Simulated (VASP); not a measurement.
Crystal: SrTiO3.

```
CELL_PARAMETERS angstrom
3.90685 0.00000 0.00000
0.00000 3.90685 0.00000
0.00000 0.00000 3.90685
ATOMIC_POSITIONS crystal
Sr 0.00000 0.00000 0.00000
Ti 0.50000 0.50000 0.50000
O 0.50000 0.50000 0.00000
O 0.50000 0.00000 0.50000
O 0.00000 0.50000 0.50000
```

Program: VASP 6.6.1. Alike in all runs: task single point; no spin polarisation; cell as given; k mesh 6 × 6 × 6; cutoff (eV) 520.

Problem. Order these runs on this cell by their pressure, lowest first.
A. level PBE; potentials or basis VASP PAW PBE potentials, release 64 (Sr_sv, Ti_sv, O); smearing fermi-dirac 0.02 eV
B. level r2SCAN; potentials or basis VASP PAW PBE potentials, release 64 (Sr_sv, Ti_sv, O); smearing gaussian 0.01 eV
C. level LDA; potentials or basis VASP PAW LDA potentials, release 64 (Sr_sv, Ti_sv, O); smearing gaussian 0.01 eV

Solution. C (-6.6 GPa), B (0.9 GPa), A (4.7 GPa).

Caveats: the PAW data sets were made with another functional, which shifts forces and pressure a little (at least some runs); the cell stands under pressure (at least some runs); the cell stands under tension (at least some runs).
